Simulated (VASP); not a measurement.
A run of VASP 6.6.1 is set up as follows.

Contents of INCAR:

```
PREC     = Accurate       # precision mode
ENCUT    = 520            # plane-wave cutoff, eV
EDIFF    = 1E-6           # SCF threshold, eV
ISMEAR   = 0              # smearing method
SIGMA    = 0.05           # smearing width, eV
LREAL    = False          # projectors in reciprocal space
LASPH    = True           # aspherical terms in the spheres
NELM     = 80             # most SCF steps
ALGO     = Normal         # electronic algorithm
ISIF     = 2              # what is computed and relaxed
LWAVE    = False          # write WAVECAR
LCHARG   = False          # write CHGCAR
GGA      = PE             # functional
NBANDS   = 46             # bands
```

KPOINTS

```
Automatic mesh
0
Gamma
  6 6 6
```

Contents of POSCAR:

```
Al2InN3
1.0
    5.0496542544     -2.6804716817      0.0000000000
    5.0496542544      2.6804716817      0.0000000000
    0.0000000000      0.0000000000      5.3911592465
Al In N
4 2 6
Direct
    0.0084427086      0.3348641725      0.9917411822
    0.6651358275      0.9915572914      0.9917411822
    0.9915572914      0.6651358275      0.4917411822
    0.3348641725      0.0084427086      0.4917411822
    0.3220722962      0.6779277038      0.9869930315
    0.6779277038      0.3220722962      0.4869930315
    0.0367610679      0.3336262977      0.3556963910
    0.6663737023      0.9632389321      0.3556963910
    0.9632389321      0.6663737023      0.8556963910
    0.3336262977      0.0367610679      0.8556963910
    0.2982358752      0.7017641248      0.4061317922
    0.7017641248      0.2982358752      0.9061317922
```

Potentials or basis: VASP PAW PBE potentials, release 64 (Al, In_d, N).

The run is started by

```sh
$ cat potpaw_PBE.64/Al/POTCAR potpaw_PBE.64/In_d/POTCAR potpaw_PBE.64/N/POTCAR > POTCAR
$ mpirun -np 1 vasp_std > vasp.out
```

(1) Predict the largest force.

(2) Estimate the band gap on the k mesh.

(3) What does it give for the pressure?

Results:

(1) 1.049 eV/Å.

(2) 1.97 eV.

(3) 1.1 GPa.

Caveat: the stress differs along the axes, from -8 to 17 GPa; spin-orbit coupling is left out, which moves the levels of the heavy elements; forces of over 1 eV/Å act on the atoms, so gaps and moduli don't describe the material at rest.
